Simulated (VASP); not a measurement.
Wanted: the native input for a VASP 6.6.1 run.

```yaml
Task: relaxation of cell and atoms
Functional: PBEsol
Dispersion: D4
Potentials_or_basis: VASP PAW PBE potentials, release 64 (Cl, Na_pv)
Cutoff: 600 eV
k_mesh: 8 × 8 × 8
Occupations: fermi-dirac, width 0.05 eV
Spin: no spin polarisation
Dipole_correction: no
Further_INCAR_settings: ALGO = Normal; EDIFF = 1e-06; IBRION = 2; EDIFFG = -0.01; NSW = 60; ISIF = 3
```

The structure of NaCl lies in POSCAR:

```
NaCl
1.0
    0.0000000000      2.7940632177      2.7940632177
    2.7940632177      0.0000000000      2.7940632177
    2.7940632177      2.7940632177      0.0000000000
Cl Na
1 1
Direct
    0.5000000000      0.5000000000      0.5000000000
    0.0000000000      0.0000000000      0.0000000000
```

One way to write it, as run:

INCAR

```
SYSTEM = NaCl
PREC     = Accurate       ! precision mode
ENCUT    = 600            ! plane-wave cutoff, eV
EDIFF    = 1E-6           ! SCF threshold, eV
ISMEAR   = -1             ! smearing method
SIGMA    = 0.05           ! smearing width, eV
LREAL    = .False.        ! projectors in reciprocal space
LASPH    = .True.         ! aspherical terms in the spheres
NELM     = 80             ! most SCF steps
ALGO     = Normal         ! electronic algorithm
ISIF     = 3              ! what is computed and relaxed
LWAVE    = .False.        ! write WAVECAR
LCHARG   = .False.        ! write CHGCAR
GGA      = PS             ! functional
IVDW     = 13             ! dispersion correction
IBRION   = 2              ! ionic algorithm
NSW      = 60             ! ionic steps
EDIFFG   = -0.01          ! ionic threshold
```

KPOINTS

```
Automatic mesh
0
Gamma
  8 8 8
  0 0 0
```

Potentials or basis: VASP PAW PBE potentials, release 64 (Cl, Na_pv).

Launch:

```bash
$ cat potpaw_PBE.64/Cl/POTCAR potpaw_PBE.64/Na_pv/POTCAR > POTCAR
$ mpirun -np 1 vasp_std > vasp.out
```

It gave:

```yaml
Relaxed_volume: 21.74 Å³/atom
Relaxed_cell: a = 3.947 Å, b = 3.947 Å, c = 3.947 Å, α = 60.00°, β = 60.00°, γ = 60.00°
Space_group_after_relaxing_to_0.05_Å: Fm-3m (No. 225)
Energy_gained_by_relaxing: 0.1 meV/atom
Ionic_steps: 2
Pressure_after_relaxing: -0.1 GPa
Band_gap_on_the_k_mesh: 5.05 eV, direct
Dispersion_energy_per_atom: -0.060 eV
```

Caveat: the PAW data sets were made with another functional, which shifts forces and pressure a little.

Wall time 18 s on 1 thread of Intel Xeon 6975P-C, on a shared host, peak memory 0.17 GiB.
